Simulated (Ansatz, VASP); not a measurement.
## One calculation of RbBr, two programs

The input INCAR:

```
SYSTEM = RbBr
PREC = Accurate
ENCUT = 520
EDIFF = 1E-6
ISMEAR = 0
SIGMA = 0.05
LREAL = .FALSE.
LASPH = .TRUE.
NELM = 100
ALGO = Normal
ISIF = 2
LWAVE = .FALSE.
LCHARG = .FALSE.
GGA = PS
NBANDS = 15
```

Contents of KPOINTS:

```
regular mesh
0
G
  6 6 6
  0 0 0
```

POSCAR

```
RbBr
1.0
    0.0000000000      3.4744578900      3.3354795744
    3.4744578900      0.0000000000      3.3354795744
    3.4744578900      3.4744578900      0.0000000000
Rb Br
1 1
Direct
    0.0000000000      0.0000000000      0.0000000000
    0.5000000000      0.5000000000      0.5000000000
```

Input for Ansatz:

```yaml
crystal:
  lattice:
    - [0.0, 3.47445789, 3.3354795744]
    - [3.47445789, 0.0, 3.3354795744]
    - [3.47445789, 3.47445789, 0.0]
  atoms:
    - { symbol: Rb, position: [0.0, 0.0, 0.0] }
    - { symbol: Br, position: [0.5, 0.5, 0.5] }
basis:
  ecutwfc: 420
kpoints:
  mp_grid: { grid: [6, 6, 6] }
hamiltonian:
  xc: pbesol
scf:
  occupations: { method: gaussian, width: 0.05 }
output:
  forces: true
  stress: true
  eigenvalues: true
```

Alike in both runs: task single point; functional PBEsol; k mesh 6 × 6 × 6; occupations gaussian, width 0.05 eV; no spin polarisation.

|  | VASP | Ansatz |
| --- | --- | --- |
| version | VASP 6.6.1 | Ansatz 0.2.0 |
| potentials or method | VASP PAW PBE potentials, release 64 (Rb_sv, Br), cutoff 520 eV | scalar-relativistic, plane waves, PAW |
| valence electrons in the cell | 16 | 16 |

```tsv
	VASP	Ansatz	Ansatz less VASP
gap on the k mesh at the Fermi level (eV)	4.17	4.17	+0.003
least direct gap on the mesh (eV)	4.17	4.17	+0.003
pressure (GPa)	0.0	0.0	-0.03
traceless stress, the component that is largest in VASP (GPa)	0.87	0.85	-0.014
```

VASP's potentials were made for PBE, not for PBEsol.
